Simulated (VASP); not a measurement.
# SiC: single point with PBE

The system is SiC.

```xyz
4
Lattice="2.8569 0.0000 0.0000 -1.4284 2.4741 0.0000 0.0000 0.0000 4.7020" Properties=species:S:1:pos:R:3 pbc="T T T"
Si    0.0000    0.0000    0.0000
Si    0.0000    0.0000    2.3510
C     0.0000    1.6494    1.1755
C     1.4284    0.8247    3.5265
```

* Program: VASP 6.6.1
* Task: single point
* Functional: PBE
* Potentials or basis: VASP PAW PBE potentials, release 64 (Si, C)
* Cutoff: 520 eV
* k mesh: 9 × 9 × 4
* Occupations: fermi-dirac, width 0.02 eV
* Spin: collinear spin, zero start
* Starting moments: [0.0, 0.0, 0.0, 0.0] μB

```json
{
 "Pressure": "6.4 GPa",
 "Band gap on the k mesh": "zero (filled and empty bands overlap)",
 "Net moment": "0.00 μB per cell",
 "Valence electrons inside the program's atomic spheres": "Si 1.53; C 2.52"
}
```

Stress tensor (GPa, compression positive):
```
5.04 0.00 0.00
0.00 5.04 0.00
0.00 0.00 9.11
```

Levels at points of the mesh, in eV from the Fermi level:
Spin up:
| k point | band 5 | band 6 | band 7 | band 8 | band 9 | band 10 | band 11 | band 12 |
| --- | --- | --- | --- | --- | --- | --- | --- | --- |
| (0.00, 0.00, 0.00) | -0.70 | -0.16 | -0.16 | 0.33 | 5.50 | 5.89 | 7.93 | 8.30 |
| (0.00, 0.00, 0.50) | -0.34 | -0.34 | -0.34 | -0.34 | 5.90 | 5.90 | 7.15 | 7.15 |
Spin down:
```csv
k point,band 4,band 5,band 6,band 7,band 8,band 9,band 10,band 11,band 12,band 13
"(0.00, 0.00, 0.00)",-0.70,-0.70,-0.16,-0.16,0.33,5.50,5.89,7.93,8.30,8.30
"(0.00, 0.00, 0.50)",-5.39,-0.34,-0.34,-0.34,-0.34,5.90,5.90,7.15,7.15,7.15
```

Run time: 36 s on 1 thread of AMD EPYC 7R13 Processor (Zen 3), with other jobs on the host, peak memory 0.15 GiB.

Caveat: the cell stands under pressure.
